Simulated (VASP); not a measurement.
The system is LiCl.

```
Li Cl
1.0
     3.58030    0.00000    0.00000
    -1.79015    3.10063    0.00000
     0.00000    0.00000   11.79774
Li Cl
4 4
Direct
  0.33333 0.66667 0.87500
  0.66667 0.33333 0.12500
  0.66667 0.33333 0.37500
  0.33333 0.66667 0.62500
  0.66667 0.33333 0.75000
  0.00000 0.00000 0.00000
  0.33333 0.66667 0.25000
  0.00000 0.00000 0.50000
```

```yaml
Program: VASP 6.6.1
Task: relaxation of cell and atoms
Functional: PBE
Potentials_or_basis: VASP PAW PBE potentials, release 64 (Li_sv, Cl)
Cutoff: 600 eV
k_mesh: 6 × 6 × 2
Occupations: gaussian, width 0.02 eV
Spin: no spin polarisation
```

At the start: pressure 1.3 GPa; volume 16.37 Å³/atom.

How do energy, volume and symmetry change on relaxing?

Over 6 steps the energy falls by 3.2 meV/atom and the volume is 17.00 Å³/atom (+3.9 %); space group P6_3/mmc (No. 194, to 0.05 Å).

Step by step:
| step | energy change (eV) | largest force (eV/Å) | pressure (GPa) | volume (Å³) |
| --- | --- | --- | --- | --- |
| 1 | 0.0000 | 0.0974 | 1.32 | 130.97 |
| 2 | -0.0178 | 0.0731 | 0.62 | 133.55 |
| 3 | -0.0242 | 0.0495 | -0.03 | 136.20 |
| 4 | -0.0243 | 0.0482 | -0.06 | 136.35 |
| 5 | -0.0249 | 0.0348 | -0.04 | 136.26 |
| 6 | -0.0254 | 0.0013 | 0.02 | 136.02 |

Final structure:
```cif
data_structure
_symmetry_space_group_name_H-M 'P 1'
_symmetry_Int_Tables_number 1
_cell_length_a 3.6147
_cell_length_b 3.6147
_cell_length_c 12.0210
_cell_angle_alpha 90.000
_cell_angle_beta 90.000
_cell_angle_gamma 120.000
_cell_volume 136.02
loop_
_atom_site_label
_atom_site_type_symbol
_atom_site_fract_x
_atom_site_fract_y
_atom_site_fract_z
_atom_site_occupancy
Li1 Li 0.33333 0.66667 0.87666 1
Li2 Li 0.66667 0.33333 0.12334 1
Li3 Li 0.66667 0.33333 0.37666 1
Li4 Li 0.33333 0.66667 0.62334 1
Cl1 Cl 0.66667 0.33333 0.75000 1
Cl2 Cl 0.00000 0.00000 0.00000 1
Cl3 Cl 0.33333 0.66667 0.25000 1
Cl4 Cl 0.00000 0.00000 0.50000 1
```

Caveat: the cutoff is under 1.25 times the usual one of these potentials, so pressure, stress and relaxed cells hold a basis-set (Pulay) error.
